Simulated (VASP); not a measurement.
A run of VASP 6.6.1 is set up as follows.

POSCAR

```
RbBr
1.0
    0.0000000000      3.3806835115      3.3806835115
    3.3806835115      0.0000000000      3.3806835115
    3.3806835115      3.3806835115      0.0000000000
Rb Br
1 1
Direct
    0.0000000000      0.0000000000      0.0000000000
    0.5000000000      0.5000000000      0.5000000000
```

Contents of INCAR.step1:

```
SYSTEM = RbBr
  ALGO = Normal
  EDIFF = 1E-4
  ENCUT = 520
  GGA = PE
  ISMEAR = -1
  LASPH = .True.
  LCHARG = .False.
  LREAL = .False.
  LWAVE = .True.
  NBANDS = 15
  NELM = 60
  PREC = Accurate
  SIGMA = 0.05
```

File INCAR.step2:

```
SYSTEM = RbBr
  ALGO = Normal
  EDIFF = 1E-6
  ENCUT = 520
  ISIF = 2
  ISMEAR = -1
  ISTART = 1
  LASPH = .True.
  LCHARG = .False.
  LMIXTAU = .True.
  LREAL = .False.
  LWAVE = .False.
  METAGGA = R2SCAN
  NBANDS = 15
  NELM = 60
  PREC = Accurate
  SIGMA = 0.05
```

File KPOINTS:

```
k-points
0
Gamma
  7 7 7
  0 0 0
```

Potentials or basis: VASP PAW PBE potentials, release 64 (Rb_sv, Br).

The run is started by

```console
$ cat potpaw_PBE.64/Rb_sv/POTCAR potpaw_PBE.64/Br/POTCAR > POTCAR
$ cp INCAR.step1 INCAR
$ mpirun -np 1 vasp_std > vasp.out
$ cp INCAR.step2 INCAR
$ mpirun -np 1 vasp_std > vasp.out
```

Estimate the band gap on the k mesh.

5.08 eV.

Predict the pressure.

1.2 GPa.

Caveat: the PAW data sets were made with another functional, which shifts forces and pressure a little; an odd mesh through Γ misses points on the zone boundary, where band edges can lie. r2SCAN opens gaps a little over a GGA but as a rule still falls short of measured ones.
